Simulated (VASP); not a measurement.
# Ti3Al (Fm-3m) in VASP: notebook, part 2 of 2

VASP 6.6.1. The steps go on from the part before.

### 4 Relaxation of cell and atoms, PBEsol

Contents of INCAR:

```
SYSTEM = Ti3Al
PREC     = Accurate       ! precision mode
ENCUT    = 600            ! plane-wave cutoff, eV
EDIFF    = 1E-7           ! SCF threshold, eV
ISMEAR   = 0              ! smearing method
SIGMA    = 0.1            ! smearing width, eV
LREAL    = .FALSE.        ! projectors in reciprocal space
LASPH    = .TRUE.         ! aspherical terms in the spheres
NELM     = 80             ! most SCF steps
ALGO     = Fast           ! electronic algorithm
ISIF     = 3              ! what is computed and relaxed
LWAVE    = .FALSE.        ! write WAVECAR
LCHARG   = .FALSE.        ! write CHGCAR
GGA      = PS             ! functional
IBRION   = 2              ! ionic algorithm
NSW      = 100            ! ionic steps
EDIFFG   = -0.002         ! ionic threshold
```

Contents of KPOINTS:

```
regular mesh
0
G
  12 12 12
  0 0 0
```

Contents of POSCAR:

```
Ti3Al
1.0
    0.0000000000      3.2317810000      3.2317810000
    3.2317810000      0.0000000000      3.2317810000
    3.2317810000      3.2317810000      0.0000000000
Ti Al
3 1
Direct
    0.7500000000      0.7500000000      0.7500000000
    0.2500000000      0.2500000000      0.2500000000
    0.0000000000      0.0000000000      0.0000000000
    0.5000000000      0.5000000000      0.5000000000
```

Potentials or basis: VASP PAW PBE potentials, release 64 (Ti_sv, Al).

Command:

```sh
$ cat potpaw_PBE.64/Ti_sv/POTCAR potpaw_PBE.64/Al/POTCAR > POTCAR
$ mpirun -np 1 vasp_std > vasp.out
```

OUTCAR:

```text
SYSTEM = Ti3Al
   PREC = Accurate
   ENCUT = 600
   EDIFF = 1E-7
   ISMEAR = 0
   LREAL = .FALSE.
   LASPH = .TRUE.
   NELM = 80
   ISIF = 3
   GGA = PS
   IBRION = 2
   NSW = 100
   EDIFFG = -0.002

 ion  position               nearest neighbor table
   1  0.750  0.750  0.750-   4 2.80   4 2.80   4 2.80   3 2.80   4 2.80   3 2.80   3 2.80   3 2.80

   2  0.250  0.250  0.250-   3 2.80   3 2.80   3 2.80   3 2.80   4 2.80   4 2.80   4 2.80   4 2.80

   3  0.000  0.000  0.000-   1 2.80   1 2.80   1 2.80   1 2.80   2 2.80   2 2.80   2 2.80   2 2.80

   4  0.500  0.500  0.500-   2 2.80   2 2.80   2 2.80   1 2.80   2 2.80   1 2.80   1 2.80   1 2.80

  LATTYP: Found a face centered cubic cell.
 ALAT       =     6.4635620000

  Lattice vectors:

 A1 = (   0.0000000000,   3.2317810000,   3.2317810000)
 A2 = (   3.2317810000,   0.0000000000,   3.2317810000)
 A3 = (   3.2317810000,   3.2317810000,   0.0000000000)

Analysis of symmetry for initial positions (statically):
=====================================================================
 Subroutine PRICEL returns:
 Original cell was already a primitive cell.

 Routine SETGRP: Setting up the symmetry group for a
 face centered cubic supercell.

 Subroutine GETGRP returns: Found 48 space group operations
 (whereof 48 operations were pure point group operations)
 out of a pool of 48 trial point group operations.

The static configuration has the point symmetry O_h .

Analysis of symmetry for dynamics (positions and initial velocities):
=====================================================================
 Subroutine PRICEL returns:
 Original cell was already a primitive cell.

 Routine SETGRP: Setting up the symmetry group for a
 face centered cubic supercell.

 Subroutine GETGRP returns: Found 48 space group operations
 (whereof 48 operations were pure point group operations)
 out of a pool of 48 trial point group operations.

The dynamic configuration has the point symmetry O_h .

 Subroutine INISYM returns: Found 48 space group operations
 (whereof 48 operations are pure point group operations),
 and found     1 'primitive' translations

----------------------------------------------------------------------------------------

                                     Primitive cell

  volume of cell :      67.5081

  direct lattice vectors                    reciprocal lattice vectors
     0.000000000  3.231781000  3.231781000    -0.154713454  0.154713454  0.154713454
     3.231781000  0.000000000  3.231781000     0.154713454 -0.154713454  0.154713454
     3.231781000  3.231781000  0.000000000     0.154713454  0.154713454 -0.154713454

  length of vectors
     4.570428521  4.570428521  4.570428521     0.267971562  0.267971562  0.267971562

  position of ions in fractional coordinates (direct lattice)
     0.750000000  0.750000000  0.750000000
     0.250000000  0.250000000  0.250000000
     0.000000000  0.000000000  0.000000000
     0.500000000  0.500000000  0.500000000

  ion indices of the primitive-cell ions
   primitive index   ion index
                 1           1
                 2           2
                 3           3
                 4           4

----------------------------------------------------------------------------------------
[... 53 lines left out ...]
   number of dos      NEDOS =    301   number of ions     NIONS =      4
   total plane-waves  NPLWV =  64000
   dimension x,y,z NGX =    40 NGY =   40 NGZ =   40
   dimension x,y,z NGXF=    80 NGYF=   80 NGZF=   80
   ions per type =               3   1
   NGX,Y,Z   is equivalent  to a cutoff of  14.55, 14.55, 14.55 a.u.
   NGXF,Y,Z  is equivalent  to a cutoff of  29.10, 29.10, 29.10 a.u.
 SYSTEM =  Ti3Al
   PREC   = accura    normal or accurate (medium, high low for compatibility)
   ISTART =      0    job   : 0-new  1-cont  2-samecut
   ICHARG =      2    charge: 1-file 2-atom 10-const
   ISPIN  =      1    spin polarized calculation?
   LNONCOLLINEAR =      F non collinear calculations
   LSORBIT =      F    spin-orbit coupling
   LASPH  =      T    aspherical Exc in radial PAW
   ENCUT  =  600.0 eV  44.10 Ry    6.64 a.u.   9.13  9.13  9.13*2*pi/ulx,y,z
   NELM   =     80;   NELMIN=  2; NELMDL= -5     # of ELM steps
   EDIFF  = 0.1E-06   stopping-criterion for ELM
   LREAL  =      F    real-space projection
   EDIFFG = -.2E-02   stopping-criterion for IOM
   NSW    =    100    number of steps for IOM
   IBRION =      2    ionic relax: 0-MD 1-quasi-New 2-CG
   NFREE  =      1    steps in history (QN), initial steepest desc. (CG)
   ISIF   =      3    stress and relaxation
   ISYM   =      2    0-nonsym 1-usesym 2-fastsym
   POTIM  = 0.5000    time-step for ionic-motion
   TEBEG  =    0.0;   TEEND  =   0.0 temperature during run
   PSTRESS=    0.0 pullay stress
   NELECT =      39.0000    total number of electrons
   NUPDOWN=      -1.0000    fix difference up-down
   EMIN   =  10.00;   EMAX   =-10.00  energy-range for DOS
   EFERMI =   0.00;   METHOD = LEGACY
   ISMEAR =     0;   SIGMA  =   0.10  broadening in eV -4-tet -1-fermi 0-gaus
   EFERMI_NEDOS =   21; number of points for ismear=-14 and -15
   IALGO  =     68    algorithm
   IMIX   =      4    mixing-type and parameters
     AMIX     =   0.40;   BMIX     =  1.00
     AMIX_MAG =   1.60;   BMIX_MAG =  1.00
  volume/ion in A,a.u.               =      16.88       113.89
  Fermi-wavevector in a.u.,A,eV,Ry     =   1.363466  2.576578 25.293784  1.859041
  Thomas-Fermi vector in A             =   2.489867
   LORBIT       =      0    0 simple, 1 ext, 2 COOP (PROOUT), +10 PAW based schemes
   GGA     = PS    functional components
   LHFCALC =     F    Hartree Fock is set to
   AEXX    =    0.0000 exact exchange contribution
   IVDW    =     0    specifies the selected vdW correction
   LEPSILON=     F    determine dielectric tensor
   LRPA    =     F    only Hartree local field effects (RPA)
 conjugate gradient relaxation of ions
 non-spin polarized calculation
 RMM-DIIS sequential band-by-band and
 Gauss-broadening in eV      SIGMA  =   0.10
  energy-cutoff  :      600.00
  volume of cell :       67.51
 maximum number of plane-waves:      2285
 NGX is ok and might be reduce to    40
   NGX = 19   NGY = 19   NGZ = 19

--------------------------------------- Ionic step        1  -------------------------------------------

 number of electron      39.0000004 magnetization

 Free energy of the ion-electron system (eV)
  ---------------------------------------------------
  ext. energy  EPLUGINS =         0.00000000
  ---------------------------------------------------
  free energy    TOTEN  =       -29.65320546 eV

  energy without entropy =      -29.60943279  energy(sigma->0) =      -29.63131912

------------------------ aborting loop because EDIFF is reached ----------------------------------------

  FORCE on cell =-STRESS in cart. coord.  units (eV):
  Direction    XX          YY          ZZ          XY          YZ          ZX
  --------------------------------------------------------------------------------------
  -------------------------------------------------------------------------------------
  Total       -2.0624187     -2.0624187     -2.0624187     -0.0000000     -0.0000000      0.0000000
  in kB      -48.9476296    -48.9476296    -48.9476296     -0.0000000     -0.0000000      0.0000000
  external PRESSURE =     -48.9476296 kB  Pullay stress =       0.0000000 kB
[... 63 lines left out ...]
--------------------------------------- Ionic step        3  -------------------------------------------

 number of electron      38.9999998 magnetization

 Free energy of the ion-electron system (eV)
  ---------------------------------------------------
  ext. energy  EPLUGINS =         0.00000000
  ---------------------------------------------------
  free energy    TOTEN  =       -29.69979794 eV

  energy without entropy =      -29.65774139  energy(sigma->0) =      -29.67876966

 E-fermi :   8.4295     XC(G=0): -11.5784

 val. band max:        8.4274969987   @ k =  -0.2500   0.3333   0.0833
 cond. band min:       8.4380902217   @ k =   0.4167   0.3333   0.0833
 fundamental gap:      0.0105932230
 Fermi energy:         8.4294888807

 k-point     1 :       0.0000    0.0000    0.0000
  band No.  band energies     occupation
      1     -47.8528      2.00000
      2     -47.7686      2.00000
      3     -47.5350      2.00000
      4     -24.2540      2.00000
      5     -24.2540      2.00000
      6     -24.2540      2.00000
[... 613 lines left out ...]
     22       9.2880      0.00000
     23       9.5142      0.00000

 [... further k-points ...]

------------------------ aborting loop because EDIFF is reached ----------------------------------------

  FORCE on cell =-STRESS in cart. coord.  units (eV):
  Direction    XX          YY          ZZ          XY          YZ          ZX
  --------------------------------------------------------------------------------------
  -------------------------------------------------------------------------------------
  Total       -0.0055695     -0.0055695     -0.0055695      0.0000000      0.0000000     -0.0000000
  in kB       -0.1381956     -0.1381956     -0.1381956      0.0000000      0.0000000     -0.0000000
  external PRESSURE =      -0.1381956 kB  Pullay stress =       0.0000000 kB
[... 19 lines left out ...]
  FREE ENERGIE OF THE ION-ELECTRON SYSTEM (eV)
  ---------------------------------------------------
  free  energy   TOTEN  =       -29.6997979418 eV

  energy  without entropy=      -29.6577413867  energy(sigma->0) =      -29.67876966

 reached required accuracy - stopping structural energy minimisation
```

Run time: 45 min. Hardware: 1 thread of Intel Xeon 8259CL, shared host; peak memory 0.35 GiB.

What came out:

```yaml
Free_energy: -29.6998 eV
Relaxed_volume: 16.14 Å³/atom
Relaxed_cell: a = 4.503 Å, b = 4.503 Å, c = 4.503 Å, α = 60.00°, β = 60.00°, γ = 60.00°
Space_group_after_relaxing_to_0.1_Å: Fm-3m (No. 225)
Energy_gained_by_relaxing: 11.6 meV/atom
Ionic_steps: 3
Pressure_after_relaxing: 0.0 GPa
Band_gap_on_the_k_mesh: zero (an odd number of electrons rules out a gap without spin polarisation)
```

Step by step:
```tsv
step	energy change (eV)	largest force (eV/Å)	pressure (GPa)	volume (Å³)
1	0.0000	0.0000	-4.89	67.51
2	-0.0232	0.0000	3.91	62.59
3	-0.0466	0.0000	-0.01	64.57
```

Final structure:
```xyz
4
Lattice="0.0000 3.1842 3.1842 3.1842 0.0000 3.1842 3.1842 3.1842 0.0000" Properties=species:S:1:pos:R:3 pbc="T T T"
Ti    4.7763    4.7763    4.7763
Ti    1.5921    1.5921    1.5921
Ti    0.0000    0.0000    0.0000
Al    3.1842    3.1842    3.1842
```

Caveat: the PAW data sets were made with another functional, which shifts forces and pressure a little.

### 5 The runs side by side

```csv
task,cell,k mesh,cutoff (eV),gap on the mesh (eV),pressure (GPa)
single point,"a = 4.570 Å, angles 60.0°, 4 atoms",6 × 6 × 6,520,none,-4.9
single point,"a = 4.504 Å, angles 60.0°, 4 atoms",12 × 12 × 12,520,none,-0.1
relaxation of cell and atoms,"relaxed from a = 4.570 Å, angles 60.0°, 4 atoms",12 × 12 × 12,600,none,0.0
```

Alike in all rows: level PBEsol; potentials or basis VASP PAW PBE potentials, release 64 (Ti_sv, Al); no spin polarisation; smearing gaussian 0.1 eV.

Caveats: the PAW data sets were made with another functional, which shifts forces and pressure a little; the cell stands under tension (at least some runs).

Absolute energies hang on the potentials; compare differences alone.
